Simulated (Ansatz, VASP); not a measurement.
**Two plane-wave programs on ScIr**

```xyz
2
Lattice="3.1621 0.0000 0.0000 0.0000 3.1621 0.0000 0.0000 0.0000 3.1621" Properties=species:S:1:pos:R:3 pbc="T T T"
Sc    1.5810    1.5810    1.5810
Ir    0.0000    0.0000    0.0000
```

Alike in both runs: functional LDA; k mesh 12 × 12 × 12; occupations fermi-dirac, width 0.1 eV; no spin polarisation.

Ansatz relaxed the structure, and its values are those at the end. VASP's run is a single point on that final structure, the one shown.

|  | VASP | Ansatz |
| --- | --- | --- |
| version | VASP 6.6.1 | Ansatz 0.2.0 |
| potentials or method | VASP PAW LDA potentials, release 64 (Sc_sv, Ir_sv_GW) | PAW with Ansatz's default frozen-core files, scalar-relativistic |
| plane-wave cutoff (eV) | 560 | 420 |
| valence electrons in the cell | 28 | 28 |

```tsv
	VASP	Ansatz	Ansatz less VASP
pressure (GPa)	0.3	0.0	-0.24
```

LDA's correlation is that of Perdew and Zunger in VASP and of Perdew and Wang (1992) in Ansatz.

Spin-orbit coupling is off throughout.
